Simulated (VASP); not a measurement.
A run of VASP 6.6.1 is set up as follows.

INCAR

```
SYSTEM = Te
PREC = Accurate ; ENCUT = 520
EDIFF = 1E-6 ; ISMEAR = 0
SIGMA = 0.02 ; LREAL = .FALSE.
LASPH = .TRUE. ; NELM = 60
ALGO = Normal ; ISIF = 2
LWAVE = .FALSE. ; LCHARG = .TRUE.
GGA = CA ; LELF = .TRUE.
LVHAR = .TRUE. ; NBANDS = 16
```

File KPOINTS:

```
regular mesh
0
G
  7 7 5
  0 0 0
```

POSCAR

```
Te
1.0
    4.4540000000      0.0000000000      0.0000000000
   -2.2270000000      3.8572771485      0.0000000000
    0.0000000000      0.0000000000      5.9240000000
Te
3
Direct
    0.7310000000      0.7310000000      0.0000000000
    0.0000000000      0.2690000000      0.6666666667
    0.2690000000      0.0000000000      0.3333333333
```

Potentials or basis: VASP PAW LDA potentials, release 64 (Te).

Launch:

```sh
$ cat potpaw_LDA.64/Te/POTCAR > POTCAR
$ mpirun -np 1 vasp_std > vasp.out
```

(1) Estimate the pressure.

(2) Predict the largest force.

Answers

(1) -1.8 GPa.

(2) 0.084 eV/Å.
